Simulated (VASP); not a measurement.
# SiC (P6_3mc) in VASP: single point with HSE06

Aim: the single point of SiC with HSE06.

Program: VASP 6.6.1. These are calculated values, not measurements. Logs are shortened: lines on timing, memory, paths and dates and some standing lists are left out, and cuts for length are marked.

## Step 1: The cell of the first run

The structure is hexagonal, space group P6_3mc (No. 186). The conventional cell has a = 3.089 Å, b = 3.089 Å, c = 5.070 Å, α = 90.00°, β = 90.00°, γ = 120.00°. Si (site symmetry 3m) has 4 C at 1.89 to 1.91 Å within 2.5 Å. C (site symmetry 3m) has 4 Si at 1.89 to 1.91 Å within 2.5 Å.

## Step 2: Single point, HSE06 (strain +0.4%)

The input, POSCAR:

```
SiC
1.0
    3.0888879782      0.0000000000      0.0000000000
   -1.5444439891      2.6750554585      0.0000000000
    0.0000000000      0.0000000000      5.0703204144
Si C
2 2
Direct
    0.3333333333      0.6666666667      0.4995917744
    0.6666666667      0.3333333333      0.9995917744
    0.3333333333      0.6666666667      0.8754082256
    0.6666666667      0.3333333333      0.3754082256
```

The input, INCAR.step1:

```
SYSTEM = SiC
PREC = Accurate
ENCUT = 520
EDIFF = 1E-5
ISMEAR = 0
SIGMA = 0.01
LREAL = .False.
LASPH = .True.
NELM = 80
ALGO = Normal
ISIF = 2
LWAVE = .True.
LCHARG = .False.
GGA = PE
NBANDS = 16
```

The input, INCAR.step2:

```
SYSTEM = SiC
PREC = Accurate
ENCUT = 520
EDIFF = 1E-6
ISMEAR = 0
SIGMA = 0.01
LREAL = .False.
LASPH = .True.
NELM = 80
ALGO = Normal
ISIF = 2
LWAVE = .False.
LCHARG = .False.
GGA = PE
LHFCALC = .True.
HFSCREEN = 0.2079
PRECFOCK = Normal
ISTART = 1
NBANDS = 16
```

The input, KPOINTS:

```
Automatic mesh
0
Gamma
  6 6 4
  0 0 0
```

Potentials or basis: VASP PAW PBE potentials, release 64 (Si, C).

Launch:

```console
$ cat potpaw_PBE.64/Si/POTCAR potpaw_PBE.64/C/POTCAR > POTCAR
$ cp INCAR.step1 INCAR
$ mpirun -np 1 vasp_std > vasp.out
$ cp INCAR.step2 INCAR
$ mpirun -np 1 vasp_std > vasp.out
```

OUTCAR:

```text
SYSTEM = SiC
   PREC = Accurate
   ENCUT = 520
   EDIFF = 1E-6
   ISMEAR = 0
   LREAL = .False.
   LASPH = .True.
   NELM = 80
   ISIF = 2
   GGA = PE
   LHFCALC = .True.
   HFSCREEN = 0.2079
   PRECFOCK = Normal
   ISTART = 1

 ion  position               nearest neighbor table
   1  0.333  0.667  0.500-   4 1.89   4 1.89   4 1.89   3 1.91   2 3.10   2 3.10   2 3.10   2 3.10
                             2 3.10   2 3.10
   2  0.667  0.333  1.000-   3 1.89   3 1.89   3 1.89   4 1.91   1 3.10   1 3.10   1 3.10   1 3.10
                             1 3.10   1 3.10
   3  0.333  0.667  0.875-   2 1.89   2 1.89   2 1.89   1 1.91
   4  0.667  0.333  0.375-   1 1.89   1 1.89   1 1.89   2 1.91

  LATTYP: Found a hexagonal cell.
 ALAT       =     3.0888879782
 C/A-ratio  =     1.6414711217

  Lattice vectors:

 A1 = (   3.0888879782,   0.0000000000,   0.0000000000)
 A2 = (  -1.5444439891,   2.6750554585,   0.0000000000)
 A3 = (   0.0000000000,   0.0000000000,   5.0703204144)

Analysis of symmetry for initial positions (statically):
=====================================================================
 Subroutine PRICEL returns:
 Original cell was already a primitive cell.

 Routine SETGRP: Setting up the symmetry group for a
 hexagonal supercell.

 Subroutine GETGRP returns: Found 12 space group operations
 (whereof  6 operations were pure point group operations)
 out of a pool of 24 trial point group operations.

The static configuration has the point symmetry C_3v.
 The point group associated with its full space group is C_6v.

Analysis of symmetry for dynamics (positions and initial velocities):
=====================================================================
 Subroutine PRICEL returns:
 Original cell was already a primitive cell.

 Routine SETGRP: Setting up the symmetry group for a
 hexagonal supercell.

 Subroutine GETGRP returns: Found 12 space group operations
 (whereof  6 operations were pure point group operations)
 out of a pool of 24 trial point group operations.

The dynamic configuration has the point symmetry C_3v.
 The point group associated with its full space group is C_6v.

 Subroutine INISYM returns: Found 12 space group operations
 (whereof  6 operations are pure point group operations),
 and found     1 'primitive' translations

----------------------------------------------------------------------------------------

                                     Primitive cell

  volume of cell :      41.8958

  direct lattice vectors                    reciprocal lattice vectors
     3.088887978  0.000000000  0.000000000     0.323741103  0.186912013  0.000000000
    -1.544443989  2.675055459  0.000000000     0.000000000  0.373824026  0.000000000
     0.000000000  0.000000000  5.070320414     0.000000000  0.000000000  0.197226194

  length of vectors
     3.088887978  3.088887978  5.070320414     0.373824026  0.373824026  0.197226194

  position of ions in fractional coordinates (direct lattice)
     0.333333333  0.666666667  0.499591774
     0.666666667  0.333333333  0.999591774
     0.333333333  0.666666667  0.875408226
     0.666666667  0.333333333  0.375408226

  ion indices of the primitive-cell ions
   primitive index   ion index
                 1           1
                 2           2
                 3           3
                 4           4

----------------------------------------------------------------------------------------

 KPOINTS: Automatic mesh

Automatic generation of k-mesh.
 Grid dimensions read from file:
 generate k-points for:    6    6    4

 Generating k-lattice:

  Cartesian coordinates                     Fractional coordinates (reciprocal lattice)
     0.053956850  0.031152002  0.000000000     0.166666667  0.000000000  0.000000000
     0.000000000  0.062304004  0.000000000     0.000000000  0.166666667  0.000000000
     0.000000000  0.000000000  0.049306549     0.000000000  0.000000000  0.250000000

  Length of vectors
     0.062304004  0.062304004  0.049306549

  Shift w.r.t. Gamma in fractional coordinates (k-lattice)
     0.000000000  0.000000000  0.000000000

 Subroutine IBZKPT returns following result:
 ===========================================

 Found     21 irreducible k-points:

 Following reciprocal coordinates:
            Coordinates               Weight
  0.000000  0.000000  0.000000      1.000000
  0.166667  0.000000  0.000000      6.000000
  0.333333  0.000000  0.000000      6.000000
  0.500000  0.000000  0.000000      3.000000
  0.166667  0.166667  0.000000      6.000000
  0.333333  0.166667  0.000000     12.000000
[... 13 lines left out ...]
  0.333333  0.166667  0.500000     12.000000
  0.333333  0.333333  0.500000      2.000000
   k-points           NKPTS =     21   k-points in BZ     NKDIM =    144   number of bands    NBANDS=     16
   number of dos      NEDOS =    301   number of ions     NIONS =      4
   total plane-waves  NPLWV =  23040
   dimension x,y,z NGX =    24 NGY =   24 NGZ =   40
   dimension x,y,z NGXF=    48 NGYF=   48 NGZF=   80
   ions per type =               2   2
   NGX,Y,Z   is equivalent  to a cutoff of  12.92, 12.92, 13.12 a.u.
   NGXF,Y,Z  is equivalent  to a cutoff of  25.83, 25.83, 26.23 a.u.
 SYSTEM =  SiC
   PREC   = accura    normal or accurate (medium, high low for compatibility)
   ISTART =      1    job   : 0-new  1-cont  2-samecut
   ICHARG =      0    charge: 1-file 2-atom 10-const
   ISPIN  =      1    spin polarized calculation?
   LNONCOLLINEAR =      F non collinear calculations
   LSORBIT =      F    spin-orbit coupling
   LASPH  =      T    aspherical Exc in radial PAW
   ENCUT  =  520.0 eV  38.22 Ry    6.18 a.u.   5.74  5.74  9.43*2*pi/ulx,y,z
   NELM   =     80;   NELMIN=  2; NELMDL=  0     # of ELM steps
   EDIFF  = 0.1E-05   stopping-criterion for ELM
   LREAL  =      F    real-space projection
   EDIFFG = 0.1E-04   stopping-criterion for IOM
   NSW    =      0    number of steps for IOM
   IBRION =     -1    ionic relax: 0-MD 1-quasi-New 2-CG
   NFREE  =      0    steps in history (QN), initial steepest desc. (CG)
   ISIF   =      2    stress and relaxation
   ISYM   =      3    0-nonsym 1-usesym 2-fastsym
   POTIM  = 0.5000    time-step for ionic-motion
   TEBEG  =    0.0;   TEEND  =   0.0 temperature during run
   PSTRESS=    0.0 pullay stress
   NELECT =      16.0000    total number of electrons
   NUPDOWN=      -1.0000    fix difference up-down
   EMIN   =  10.00;   EMAX   =-10.00  energy-range for DOS
   EFERMI =   0.00;   METHOD = LEGACY
   ISMEAR =     0;   SIGMA  =   0.01  broadening in eV -4-tet -1-fermi 0-gaus
   EFERMI_NEDOS =   21; number of points for ismear=-14 and -15
   IALGO  =     38    algorithm
   IMIX   =      1    mixing-type and parameters
     AMIX     =   0.40;   BMIX     =  1.00
     AMIX_MAG =   1.60;   BMIX_MAG =  1.00
  volume/ion in A,a.u.               =      10.47        70.68
  Fermi-wavevector in a.u.,A,eV,Ry     =   1.187749  2.244520 19.194391  1.410748
  Thomas-Fermi vector in A             =   2.323894
   LORBIT       =      0    0 simple, 1 ext, 2 COOP (PROOUT), +10 PAW based schemes
   GGA     = PE    functional components
   LHFCALC =     T    Hartree Fock is set to
   PRECFOCK=normal    Normal, Fast or Accurate (Low or Medium for compatibility)
   ENCUT4O =  -1.0   cutoff for four orbital integrals eV
   NKREDX  =     1    reduce k-point grid by
   NKREDY  =     1    reduce k-point grid by
   NKREDZ  =     1    reduce k-point grid by
   AEXX    =    0.2500 exact exchange contribution
   HFSCREEN=    0.2079 screening length (either q_TF or 0.3 A-1)
   HFSCREENC=   0.2079 screening length for correlation (either q_TF or 0.3 A-1)
   ENCUTFOCK=  -1.0 apply spherical cutoff to Coloumb kernel
   IVDW    =     0    specifies the selected vdW correction
   LEPSILON=     F    determine dielectric tensor
   LRPA    =     F    only Hartree local field effects (RPA)
 non-spin polarized calculation
 Gauss-broadening in eV      SIGMA  =   0.01
  energy-cutoff  :      520.00
  volume of cell :       41.90
 maximum number of plane-waves:      1146
 NGX is ok and might be reduce to    24
  NGX = 18; NGY = 18; NGZ = 30

 number of electron      16.0000000 magnetization

 Free energy of the ion-electron system (eV)
  ---------------------------------------------------
  ext. energy  EPLUGINS =         0.00000000
  ---------------------------------------------------
  free energy    TOTEN  =       -34.81997427 eV

  energy without entropy =      -34.81997427  energy(sigma->0) =      -34.81997427

 E-fermi :   7.6252     XC(G=0):  -9.3080

 val. band max:        7.5254495038   @ k =   0.0000   0.0000   0.0000
 cond. band min:      10.7081797169   @ k =   0.3333   0.3333   0.0000
 fundamental gap:      3.1827302131
 Fermi energy:         7.6252343437

 k-point     1 :       0.0000    0.0000    0.0000
  band No.  band energies     occupation
      1      -9.5412      2.00000
      2      -5.7449      2.00000
      3      -1.9332      2.00000
      4       6.0710      2.00000
      5       6.0710      2.00000
      6       7.4086      2.00000
[... 8 lines left out ...]
     15      17.7855      0.00000
     16      20.4168      0.00000

 k-point     2 :       0.1667    0.0000    0.0000
  band No.  band energies     occupation
      1      -9.0259      2.00000
      2      -5.3126      2.00000
      3      -1.4586      2.00000
      4       3.7412      2.00000
      5       5.3329      2.00000
      6       5.7998      2.00000
[... 8 lines left out ...]
     15      18.3407      0.00000
     16      18.7923      0.00000

 k-point     3 :       0.3333    0.0000    0.0000
  band No.  band energies     occupation
      1      -7.5551      2.00000
      2      -4.2974      2.00000
      3      -0.5874      2.00000
      4       0.8049      2.00000
      5       2.7233      2.00000
      6       4.3024      2.00000
[... 8 lines left out ...]
     15      19.8638      0.00000
     16      21.1748      0.00000
[... 305 lines left out ...]
 k-point    20 :       0.3333    0.1667    0.5000
  band No.  band energies     occupation
      1      -5.2362      2.00000
      2      -5.2362      2.00000
      3      -0.6601      2.00000
      4      -0.6601      2.00000
      5       3.1063      2.00000
      6       3.1063      2.00000
[... 8 lines left out ...]
     15      20.7308      0.00000
     16      20.7308      0.00000

 k-point    21 :       0.3333    0.3333    0.5000
  band No.  band energies     occupation
      1      -4.4395      2.00000
      2      -4.4395      2.00000
      3      -0.9215      2.00000
      4      -0.9215      2.00000
      5       1.4532      2.00000
      6       1.4532      2.00000
[... 8 lines left out ...]
     15      20.4844      0.00000
     16      20.4844      0.00000

------------------------ aborting loop because EDIFF is reached ----------------------------------------

  FORCE on cell =-STRESS in cart. coord.  units (eV):
  Direction    XX          YY          ZZ          XY          YZ          ZX
  --------------------------------------------------------------------------------------
  -------------------------------------------------------------------------------------
  Total       -1.1383993     -1.1383993     -1.2355922      0.0000000      0.0000000     -0.0000000
  in kB      -43.5346288    -43.5346288    -47.2514786      0.0000000      0.0000000     -0.0000000
  external PRESSURE =     -44.7735787 kB  Pullay stress =       0.0000000 kB

 VOLUME and BASIS-vectors are now :
 -----------------------------------------------------------------------------
  energy-cutoff  :      520.00
  volume of cell :       41.90
      direct lattice vectors                 reciprocal lattice vectors
     3.088887978  0.000000000  0.000000000     0.323741103  0.186912013  0.000000000
    -1.544443989  2.675055459  0.000000000     0.000000000  0.373824026  0.000000000
     0.000000000  0.000000000  5.070320414     0.000000000  0.000000000  0.197226194

 POSITION                                       TOTAL-FORCE (eV/Angst)
 -----------------------------------------------------------------------------------
     -0.00000      1.78337      2.53309         0.000000     -0.000000     -0.020078
      1.54444      0.89169      5.06825        -0.000000      0.000000     -0.020078
     -0.00000      1.78337      4.43860        -0.000000     -0.000000      0.020078
      1.54444      0.89169      1.90344         0.000000      0.000000      0.020078
 -----------------------------------------------------------------------------------
    total drift:                               -0.000000      0.000000     -0.000068

  FREE ENERGIE OF THE ION-ELECTRON SYSTEM (eV)
  ---------------------------------------------------
  free  energy   TOTEN  =       -34.8199742687 eV

  energy  without entropy=      -34.8199742687  energy(sigma->0) =      -34.81997427
```

Run time: 49 min. Hardware: 1 thread of Intel Xeon 8259CL, shared host; peak memory 0.27 GiB.

What came out:

| Property | Result |
| --- | --- |
| Free energy | -34.8200 eV |
| Pressure | -4.5 GPa |
| Largest force | 0.020 eV/Å |
| Band gap on the k mesh | 3.18 eV (least direct gap 5.03 eV) |

Forces on the atoms (eV/Å):
```
Si   0.000  0.000 -0.020
Si   0.000  0.000 -0.020
C    0.000  0.000  0.020
C    0.000  0.000  0.020
```

Levels at points of the mesh, in eV from the valence-band top:
| k point | band 6 | band 7 | band 8 | band 9 | band 10 | band 11 |
| --- | --- | --- | --- | --- | --- | --- |
| (0.00, 0.00, 0.00) | -0.12 | 0.00 | 0.00 | 5.85 | 7.33 | 7.80 |
| (0.50, 0.00, 0.00) | -3.63 | -3.48 | -1.32 | 3.71 | 5.24 | 8.01 |
| (0.00, 0.00, 0.50) | -0.79 | -0.79 | -0.79 | 7.00 | 7.00 | 8.54 |
| (0.50, 0.00, 0.50) | -2.67 | -2.54 | -2.54 | 4.24 | 4.24 | 6.31 |

Caveat: the cell differs from its parent crystal (strain +0.4%); the cell stands under tension; the PAW data sets were made with another functional, which shifts forces and pressure a little. A k mesh can miss the band edges.
